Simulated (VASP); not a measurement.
Runs of VASP 6.6.1 on F. The structure is that of space group C2/c (No. 15), or close to it. The cells are those of the table. 

```tsv
cell	k mesh	gap on the mesh (eV)	pressure (GPa)	largest force (eV/Å)
a = 3.531, b = 3.531, c = 6.858 Å, angles 97.0, 97.0, 62.1°, 4 atoms	9 × 9 × 4	3.23	1.9	1.10
a = 3.481, b = 3.481, c = 6.761 Å, angles 97.0, 97.0, 62.1°, 4 atoms	9 × 9 × 4	3.45	3.8	1.95
a = 3.430, b = 3.430, c = 6.662 Å, angles 97.0, 97.0, 62.1°, 4 atoms	9 × 9 × 4	3.70	(a)	2.93
a = 3.579, b = 3.579, c = 6.952 Å, angles 97.0, 97.0, 62.1°, 4 atoms	9 × 9 × 5	3.02	0.3	0.37
a = 3.672, b = 3.672, c = 7.132 Å, angles 97.0, 97.0, 62.1°, 4 atoms	9 × 9 × 4	2.66	-2.1	(b)
a = 3.579, b = 3.579, c = 6.952 Å, angles 97.0, 97.0, 62.1°, 4 atoms	6 × 6 × 3	3.02	0.3	0.37
a = 3.579, b = 3.579, c = 6.952 Å, angles 97.0, 97.0, 62.1°, 4 atoms	9 × 9 × 4	3.02	0.3	0.37
a = 3.717, b = 3.717, c = 7.219 Å, angles 97.0, 97.0, 62.1°, 4 atoms	9 × 9 × 4	(c)	-2.9	1.31
```

Alike in all rows: task single point; level PBE; potentials or basis VASP PAW PBE potentials, release 64 (F); no spin polarisation; cutoff (eV) 520; smearing fermi-dirac 0.05 eV.

Task: Fill in the values left out.

Result: (a) 6.2; (b) 0.82; (c) 2.50.

Caveats: forces of over 1 eV/Å act on the atoms, so gaps and moduli don't describe the material at rest (some runs).

A k mesh can miss the band edges.
